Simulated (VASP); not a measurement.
Bi2Te3: single point with LDA

Crystal: Bi2Te3.

```xyz
5
Lattice="10.2684 0.0000 0.0000 9.3184 4.3136 0.0000 9.3184 2.0522 3.7942" Properties=species:S:1:pos:R:3 pbc="T T T"
Bi    5.4342    1.1968    0.7133
Bi   17.2853    3.8068    2.2689
Te   11.2441    2.4763    1.4759
Te   23.1241    5.0927    3.0353
Te    0.0000    0.0000    0.0000
```

```yaml
Program: VASP 6.6.1
Task: single point
Functional: LDA
Potentials_or_basis: VASP PAW LDA potentials, release 64 (Bi_d, Te)
Cutoff: 500 eV
k_mesh: 2 × 2 × 2
Occupations: gaussian, width 0.01 eV
Spin: no spin polarisation
```

The pressure is -0.3 GPa and the largest force is 1.286 eV/Å. The band gap on the k mesh is 0.10 eV.

Forces in eV/Å, atoms in the order of the input:
```
Bi  -0.479 -0.106 -0.063
Bi   1.246  0.274  0.164
Te  -0.484 -0.107 -0.064
Te   0.448  0.099  0.059
Te  -0.730 -0.161 -0.096
```

Stress tensor (GPa, compression positive):
```
-4.49 -1.42 -0.84
-1.42  1.64 -0.19
-0.84 -0.19  1.84
```

Levels at points of the mesh, in eV from the valence-band top:
```csv
k point,band 20,band 21,band 22,band 23,band 24,band 25,band 26,band 27,band 28,band 29
"(0.00, 0.00, 0.00)",-1.85,-1.85,-0.23,-0.12,-0.12,0.14,0.43,0.43,2.34,2.34
"(0.50, 0.00, 0.00)",-3.04,-2.98,-1.97,-0.01,0.00,0.10,0.65,2.79,2.92,3.60
"(0.50, 0.50, 0.00)",-2.67,-2.01,-1.61,-0.83,-0.23,0.58,1.38,2.03,2.70,2.77
"(0.50, 0.50, 0.50)",-1.81,-1.55,-0.67,-0.42,-0.42,0.68,1.07,1.07,1.83,1.83
```

Wall time 3.8 min on 1 thread of AMD EPYC 7R43 64-Core Processor (Zen 3) (shared host), peak memory 0.58 GiB.

Caveat: the k points lie up to 0.83 Å⁻¹ apart; spin-orbit coupling is left out, which moves the levels of the heavy elements; forces of over 1 eV/Å act on the atoms, so gaps and moduli don't describe the material at rest. A k mesh can miss the band edges.
